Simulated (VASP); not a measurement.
Input of a VASP 6.6.1 run:

INCAR

```
  ALGO = Normal
  EDIFF = 1E-8
  ENCUT = 520
  GGA = PS
  ISIF = 2
  ISMEAR = -1
  LASPH = True
  LCHARG = False
  LEFG = True
  LREAL = False
  LWAVE = False
  NBANDS = 29
  NELM = 100
  PREC = Accurate
  SIGMA = 0.05
```

Contents of KPOINTS:

```
k-points
0
Gamma
  9 9 9
```

The input POSCAR:

```
TiPt3
1.0
    3.9482821967      0.0000000000      0.0000000000
    0.0000000000      3.9482821967      0.0000000000
    0.0000000000      0.0000000000      3.9482821967
Ti Pt
1 3
Direct
    0.0000000000      0.0000000000      0.0000000000
    0.0000000000      0.5000000000      0.5000000000
    0.5000000000      0.0000000000      0.5000000000
    0.5000000000      0.5000000000      0.0000000000
```

Potentials or basis: VASP PAW PBE potentials, release 64 (Ti_sv, Pt).

Launch:

```bash
$ cat potpaw_PBE.64/Ti_sv/POTCAR potpaw_PBE.64/Pt/POTCAR > POTCAR
$ mpirun -np 1 vasp_std > vasp.out
```

Question: What does it give for the pressure?

Answer: -9.3 GPa.

Question: Estimate the band gap on the k mesh.

Answer: Zero (band 21 reaches 12.33 eV, above the bottom of band 22 at 10.88 eV).

Electric field gradients, principal values (V/Å²):
```
atom   least  middle  greatest (by size)
1 Ti   0.000   0.000               0.000
2 Pt  31.957  31.957             -63.915
3 Pt  31.957  31.957             -63.915
4 Pt  31.957  31.957             -63.915
```

Caveat: without QUAD_EFG the Cq values of the log hold for a quadrupole moment of 1 mb, not for the nuclei; the PAW data sets were made with another functional, which shifts forces and pressure a little; spin-orbit coupling is left out, which moves the levels of the heavy elements.
